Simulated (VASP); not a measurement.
Input of a VASP 6.6.1 run:

Contents of INCAR:

```
SYSTEM = TiH2
  PREC = Accurate
  ENCUT = 520
  EDIFF = 1E-6
  ISMEAR = 0
  SIGMA = 0.1
  LREAL = .False.
  LASPH = .True.
  NELM = 100
  ALGO = Normal
  ISIF = 2
  LWAVE = .False.
  LCHARG = .False.
  GGA = PS
  NBANDS = 23
```

Contents of KPOINTS:

```
Automatic mesh
0
Gamma
  12 12 8
  0 0 0
```

Contents of POSCAR:

```
TiH2
1.0
    3.2119513662      0.0000000000      0.0000000000
    0.0000000000      3.2119513662      0.0000000000
    0.0000000000      0.0000000000      3.9532427894
Ti H
2 4
Direct
    0.0000000000      0.0000000000      0.0000000000
    0.5000000000      0.5000000000      0.5000000000
    0.5000000000      0.0000000000      0.2500000000
    0.0000000000      0.5000000000      0.2500000000
    0.0000000000      0.5000000000      0.7500000000
    0.5000000000      0.0000000000      0.7500000000
```

Potentials or basis: VASP PAW PBE potentials, release 64 (Ti_sv, H).

Run with:

```console
$ cat potpaw_PBE.64/Ti_sv/POTCAR potpaw_PBE.64/H/POTCAR > POTCAR
$ mpirun -np 1 vasp_std > vasp.out
```

Predict the pressure.

2.9 GPa.

What does it give for the band gap on the k mesh?

Zero (band 14 reaches 8.72 eV, above the bottom of band 15 at 7.88 eV).

Stress tensor (GPa, compression positive):
```
1.40 0.00 0.00
0.00 1.40 0.00
0.00 0.00 5.83
```

Caveat: the cell differs from its parent crystal (uniaxial strain along c: -4.5 %); the PAW data sets were made with another functional, which shifts forces and pressure a little.
